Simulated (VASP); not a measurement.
A run of VASP 6.6.1 is set up as follows.

INCAR

```
PREC     = Accurate       # precision mode
ENCUT    = 520            # plane-wave cutoff, eV
EDIFF    = 1E-7           # SCF threshold, eV
ISMEAR   = -1             # smearing method
SIGMA    = 0.1            # smearing width, eV
LREAL    = False          # projectors in reciprocal space
LASPH    = True           # aspherical terms in the spheres
NELM     = 100            # most SCF steps
ALGO     = Normal         # electronic algorithm
ISIF     = 2              # what is computed and relaxed
LWAVE    = False          # write WAVECAR
LCHARG   = True           # write CHGCAR
GGA      = PS             # functional
LELF     = True           # ELF
LVHAR    = True         
NBANDS   = 18             # bands
```

Contents of KPOINTS:

```
Automatic mesh
0
Gamma
  13 13 7
```

The input POSCAR:

```
Cu
1.0
    2.5674438714      0.0000000000      0.0000000000
   -1.2837219306      2.2234716135      0.0000000000
    0.0000000000      0.0000000000      4.1666899825
Cu
2
Direct
    0.3333333333      0.6666666667      0.2500000000
    0.6666666667      0.3333333333      0.7500000000
```

Potentials or basis: VASP PAW PBE potentials, release 64 (Cu).

Command:

```console
$ cat potpaw_PBE.64/Cu/POTCAR > POTCAR
$ mpirun -np 1 vasp_std > vasp.out
```

(1) Estimate the pressure.

(2) What does it give for the band gap on the k mesh?

## Answers

(1) -6.6 GPa.

(2) zero (bands 11 and 12 overlap by 4.84 eV).

Caveat: the cell stands under tension; the PAW data sets were made with another functional, which shifts forces and pressure a little.
